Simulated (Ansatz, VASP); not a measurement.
# One calculation of Pt, two programs

Contents of INCAR:

```
PREC = Accurate
ENCUT = 520
EDIFF = 1E-7
ISMEAR = 0
SIGMA = 0.15
LREAL = False
LASPH = True
NELM = 60
ALGO = Fast
ISIF = 2
LWAVE = False
LCHARG = False
NBANDS = 11
```

Contents of KPOINTS:

```
Automatic mesh
0
Gamma
  22 22 22
```

POSCAR

```
Pt
1.0
   -1.6317466000      1.6317466000      1.6079833000
    1.6317466000     -1.6317466000      1.6079833000
    1.6317466000      1.6317466000     -1.6079833000
Pt
1
Direct
    0.0000000000      0.0000000000      0.0000000000
```

Input for Ansatz:

```yaml
crystal:
  lattice:
    - [-1.6317466, 1.6317466, 1.6079833]
    - [1.6317466, -1.6317466, 1.6079833]
    - [1.6317466, 1.6317466, -1.6079833]
  atoms:
    - { symbol: Pt, position: [0.0, 0.0, 0.0] }
basis:
  ecutwfc: 520.0
kpoints:
  mp_grid: { grid: [22, 22, 22] }
hamiltonian:
  xc: lda
scf:
  occupations: { method: gaussian, width: 0.15 }
output:
  forces: true
  stress: true
  eigenvalues: true
```

Change from the starting cell: strain +0.030 along x and y, +0.015 along z, atoms carried along.

Alike in both runs: task single point; functional LDA; k mesh 22 × 22 × 22; occupations gaussian, width 0.15 eV; no spin polarisation.

|  | VASP | Ansatz |
| --- | --- | --- |
| version | VASP 6.6.1 | Ansatz 0.2.0 |
| potentials or method | VASP PAW LDA potentials, release 64 (Pt), cutoff 520 eV | scalar-relativistic, plane waves, PAW |
| valence electrons in the cell | 10 | 18 |

Ansatz gave:

| Property | Result |
| --- | --- |
| gap on the k mesh at the Fermi level (eV) | none |
| pressure (GPa) | -28.1 |
| traceless stress, the component that is largest in VASP (GPa) | -0.80 |

**Question.** Which values does VASP return?

**Answer.** gap on the k mesh at the Fermi level (eV): none; pressure (GPa): -27.6; traceless stress, the component that is largest in VASP (GPa): -0.79.

LDA's correlation is that of Perdew and Zunger in VASP and of Perdew and Wang (1992) in Ansatz. A gap of «none» marks a metal or a gap that the smearing closes. VASP's potentials hold 10 valence electrons a cell and Ansatz's 18, so a difference there can come from the potentials and not from the codes.

Spin-orbit coupling is off throughout.
